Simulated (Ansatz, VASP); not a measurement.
# One calculation of Be, two programs

```xyz
2
Lattice="2.2237 0.0000 0.0000 -1.1119 1.9258 0.0000 0.0000 0.0000 3.4736" Properties=species:S:1:pos:R:3 pbc="T T T"
Be    0.0000    1.2839    0.8684
Be    1.1119    0.6419    2.6052
```

Alike in both runs: functional PBE; dispersion D3(BJ); k mesh 9 × 9 × 6; occupations gaussian, width 0.1 eV; no spin polarisation.

Ansatz relaxed the structure, and its values are those at the end. VASP's run is a single point on that final structure, the one shown.

```csv
,VASP,Ansatz
version,VASP 6.6.1,Ansatz 0.2.0
potentials or method,"VASP PAW PBE potentials, release 64 (Be), cutoff 520 eV","scalar-relativistic, plane waves, PAW"
valence electrons in the cell,4,4
```

Ansatz gave:

```
gap on the k mesh at the Fermi level (eV) : none
pressure (GPa)                            : 0.0
```

Task: Estimate VASP's values.

Result: gap on the k mesh at the Fermi level (eV): none; pressure (GPa): 0.2.

A gap of «none» marks a metal or a gap that the smearing closes.

The k mesh is coarse, so the values compare programs but aren't converged.
